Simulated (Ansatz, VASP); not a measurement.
## W: VASP beside Ansatz

File INCAR:

```
SYSTEM = W
  PREC = Accurate
  ENCUT = 500
  EDIFF = 1E-6
  ISMEAR = 1
  SIGMA = 0.01
  LREAL = .False.
  LASPH = .True.
  NELM = 120
  ALGO = Normal
  ISIF = 2
  LWAVE = .False.
  LCHARG = .False.
  GGA = LIBXC
  LIBXC1 = GGA_X_B88
  LIBXC2 = GGA_C_PBE
  NBANDS = 13
  GGA_COMPAT = .False.
```

Contents of KPOINTS:

```
regular mesh
0
Gamma
  12 12 12
  0 0 0
```

POSCAR

```
W
1.0
   -1.5609593379      1.5609593379      1.5609593379
    1.5609593379     -1.5609593379      1.5609593379
    1.5609593379      1.5609593379     -1.5609593379
W
1
Direct
    0.0000000000      0.0000000000      0.0000000000
```

Contents of input.yaml:

```yaml
crystal:
  lattice:
    - [-1.5609593379, 1.5609593379, 1.5609593379]
    - [1.5609593379, -1.5609593379, 1.5609593379]
    - [1.5609593379, 1.5609593379, -1.5609593379]
  atoms:
    - { symbol: W, position: [0.0, 0.0, 0.0] }
kpoints:
  mp_grid: { grid: [12, 12, 12] }
scf:
  occupations: { method: cold, width: 0.01 }
hamiltonian:
  xc: { exchange: b88, correlation: pbe }
  pseudopotentials: { kind: all_electron, lapw: { basis_error: 0.002 } }
output:
  forces: true
  stress: true
  eigenvalues: true
```

Change from the starting cell: volume scaled by 0.96.

Alike in both runs: task single point; functional b88 exchange, pbe correlation; k mesh 12 × 12 × 12; no spin polarisation.

|  | VASP | Ansatz |
| --- | --- | --- |
| version | VASP 6.6.1 | Ansatz 0.2.0 |
| potentials or method | VASP PAW PBE potentials, release 64 (W_sv), cutoff 500 eV | all-electron LAPW, scalar-relativistic |
| occupations | methfessel-paxton of order 1, width 0.01 eV | cold, width 0.01 eV |

Ansatz gave:

```
gap on the k mesh at the Fermi level (eV) : none
pressure (GPa)                            : 19.4
```

What did VASP give for the same quantities?

gap on the k mesh at the Fermi level (eV): none; pressure (GPa): 20.1.

VASP's potentials were made for PBE, not for b88 exchange, pbe correlation. A gap of «none» marks a metal or a gap that the smearing closes. Ansatz ran all-electron here, and VASP with PAW potentials.

Neither program's run includes spin-orbit coupling.
